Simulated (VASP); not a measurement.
Al3N2, 5 atoms in the cell. It takes space group I4/mmm (No. 139, tetragonal). Conventional cell: a = 3.116 Å, b = 3.116 Å, c = 13.978 Å, α = 90.00°, β = 90.00°, γ = 90.00°. Within 3.4 Å of Al (site symmetry 4/mmm) lie 12 Al at 2.61 to 3.12 Å and 2 N at 2.79 Å. Al (site symmetry 4mm) has 5 N at 2.60 to 2.79 Å and 9 Al at 2.61 to 3.12 Å within 3.4 Å. N (site symmetry 4mm) has 6 Al at 2.60 to 2.79 Å and 8 N at 2.61 to 3.12 Å within 3.4 Å. The cell was built from a structure type or drawn by symmetry, and may not be a known phase.

| Item | Value |
| --- | --- |
| Program | VASP 6.6.1 |
| Task | single point |
| Functional | PBE |
| Potentials or basis | VASP PAW PBE potentials, release 64 (Al, N) |
| Cutoff | 520 eV |
| k mesh | 8 × 8 × 8 |
| Occupations | gaussian, width 0.1 eV |
| Spin | no spin polarisation |
| Dipole correction | no |
| Further INCAR settings | ALGO = Normal; EDIFF = 1e-06; NBANDS = 18 |

Potentials or basis: VASP PAW PBE potentials, release 64 (Al, N).

Launch:

```console
$ cat potpaw_PBE.64/Al/POTCAR potpaw_PBE.64/N/POTCAR > POTCAR
$ mpirun -np 1 vasp_std > vasp.out
```

Hardware: 1 thread of AMD EPYC 7R13 Processor (Zen 3), with other jobs on the host.

Estimate the wall time of this run.

It took 2.9 min on 1 thread of AMD EPYC 7R13 Processor (Zen 3), with other jobs on the host, peak memory 0.39 GiB. Counts: scf iterations 13, k points 59.
